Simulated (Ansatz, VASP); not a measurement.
Mg3I2 in VASP and in Ansatz

```
Mg I
1.0
     3.79252    2.18961    7.81300
    -3.79252    2.18961    7.81300
     0.00000   -4.37922    7.81300
Mg I
6 4
Direct
  0.48068 0.01932 0.25000
  0.25000 0.48068 0.01932
  0.01932 0.25000 0.48068
  0.51932 0.98068 0.75000
  0.75000 0.51932 0.98068
  0.98068 0.75000 0.51932
  0.40026 0.40026 0.40026
  0.09974 0.09974 0.09974
  0.59974 0.59974 0.59974
  0.90026 0.90026 0.90026
```

Alike in both runs: functional PBE; k mesh 6 × 6 × 6; occupations gaussian, width 0.1 eV; no spin polarisation.

Ansatz relaxed the structure, and its values are those at the end. VASP's run is a single point on that final structure, the one shown.

```csv
,VASP,Ansatz
version,VASP 6.6.1,Ansatz 0.2.0
potentials or method,"VASP PAW PBE potentials, release 64 (Mg, I), cutoff 520 eV","scalar-relativistic, plane waves, PAW"
valence electrons in the cell,40,128
```

|  | VASP | Ansatz | Ansatz less VASP |
| --- | --- | --- | --- |
| gap on the k mesh at the Fermi level (eV) | none | none | - |
| pressure (GPa) | 0.0 | 0.0 | +0.03 |

A gap of «none» marks a metal or a gap that the smearing closes. VASP's potentials hold 40 valence electrons a cell and Ansatz's 128, so a difference there can come from the potentials and not from the codes.

Neither program's run includes spin-orbit coupling.
